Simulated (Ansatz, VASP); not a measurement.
**La: VASP beside Ansatz**

INCAR

```
SYSTEM = La
PREC     = Accurate       ! precision mode
ENCUT    = 520            ! plane-wave cutoff, eV
EDIFF    = 1E-6           ! SCF threshold, eV
ISMEAR   = -1             ! smearing method
SIGMA    = 0.05           ! smearing width, eV
LREAL    = .FALSE.        ! projectors in reciprocal space
LASPH    = .TRUE.         ! aspherical terms in the spheres
NELM     = 100            ! most SCF steps
ALGO     = Normal         ! electronic algorithm
ISIF     = 2              ! what is computed and relaxed
LWAVE    = .FALSE.        ! write WAVECAR
LCHARG   = .TRUE.         ! write CHGCAR
GGA      = CA             ! functional
LELF     = .TRUE.         ! ELF
LVHAR    = .TRUE.       
NBANDS   = 18             ! bands
```

KPOINTS

```
regular mesh
0
G
  11 11 6
  0 0 0
```

The input POSCAR:

```
La
1.0
    3.7125020302      0.0000000000      0.0000000000
   -1.8562510150      3.2151210697      0.0000000000
    0.0000000000      0.0000000000      6.0700000000
La
2
Direct
    0.3333333333      0.6666666667      0.2500000000
    0.6666666667      0.3333333333      0.7500000000
```

Input for Ansatz:

```yaml
crystal:
  lattice:
    - [3.7125020302, 0.0, 0.0]
    - [-1.856251015, 3.2151210697, 0.0]
    - [0.0, 0.0, 6.07]
  atoms:
    - { symbol: La, position: [0.3333333333, 0.6666666667, 0.25] }
    - { symbol: La, position: [0.6666666667, 0.3333333333, 0.75] }
kpoints:
  mp_grid: { grid: [11, 11, 6] }
  band_path:
    path:
      - [0.0, 0.0, 0.0]
      - [0.5, 0.0, 0.0]
      - [0.3333333333, 0.3333333333, 0.0]
      - [0.0, 0.0, 0.0]
      - [0.0, 0.0, 0.5]
      - [0.5, 0.0, 0.5]
      - [0.3333333333, 0.3333333333, 0.5]
      - [0.0, 0.0, 0.5]
      - [0.5, 0.0, 0.5]
    npoints: 5
scf:
  occupations: { method: fermi_dirac, width: 0.05 }
hamiltonian:
  xc: lda
  pseudopotentials: { kind: all_electron, lapw: { basis_error: 0.00025 } }
output:
  forces: true
  stress: true
  eigenvalues: true
```

Change from the starting cell: equal xx and yy strain of -1 %.

Alike in both runs: task single point; functional LDA; k mesh 11 × 11 × 6; occupations fermi-dirac, width 0.05 eV; no spin polarisation.

|  | VASP | Ansatz |
| --- | --- | --- |
| version | VASP 6.6.1 | Ansatz 0.2.0 |
| potentials or method | VASP PAW LDA potentials, release 64 (La), cutoff 520 eV | all-electron LAPW, scalar-relativistic |

```tsv
	VASP	Ansatz	Ansatz less VASP
pressure (GPa)	-2.7	-2.6	+0.10
traceless stress, the component that is largest in VASP (GPa)	-0.16	-0.16	+0.007
```

LDA's correlation is that of Perdew and Zunger in VASP and of Perdew and Wang (1992) in Ansatz. Ansatz ran all-electron here, and VASP with PAW potentials.

Neither program's run includes spin-orbit coupling.
